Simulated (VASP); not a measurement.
A run of VASP 6.6.1:

File INCAR:

```
ALGO = Normal
EDIFF = 1E-7
ENCUT = 520
GGA = PE
ISIF = 2
ISMEAR = 0
LASPH = True
LCHARG = False
LREAL = False
LWAVE = False
NBANDS = 27
NELM = 100
PREC = Accurate
SIGMA = 0.1
```

KPOINTS

```
k-points
0
Gamma
  12 12 12
```

File POSCAR:

```
Mg2C3
1.0
    2.3875145282      1.3784321555      6.0809538533
   -2.3875145282      1.3784321555      6.0809538533
    0.0000000000     -2.7568643110      6.0809538533
Mg C
4 6
Direct
    0.3747376898      0.3747376898      0.3747376898
    0.1252623102      0.1252623102      0.1252623102
    0.6252623102      0.6252623102      0.6252623102
    0.8747376898      0.8747376898      0.8747376898
    0.4307597503      0.0692402497      0.2500000000
    0.2500000000      0.4307597503      0.0692402497
    0.0692402497      0.2500000000      0.4307597503
    0.5692402497      0.9307597503      0.7500000000
    0.7500000000      0.5692402497      0.9307597503
    0.9307597503      0.7500000000      0.5692402497
```

Potentials or basis: VASP PAW PBE potentials, release 64 (Mg, C).

The run is started by

```bash
$ cat potpaw_PBE.64/Mg/POTCAR potpaw_PBE.64/C/POTCAR > POTCAR
$ mpirun -np 1 vasp_std > vasp.out
```

Hardware: 1 thread of Intel(R) Xeon(R) Platinum 8488C (Sapphire Rapids), on a shared host.

Q: How long does it take, and how much memory?

A: Wall time 11 min on 1 thread of Intel(R) Xeon(R) Platinum 8488C (Sapphire Rapids), on a shared host, peak memory 0.69 GiB. Counts: scf iterations 14, k points 189.
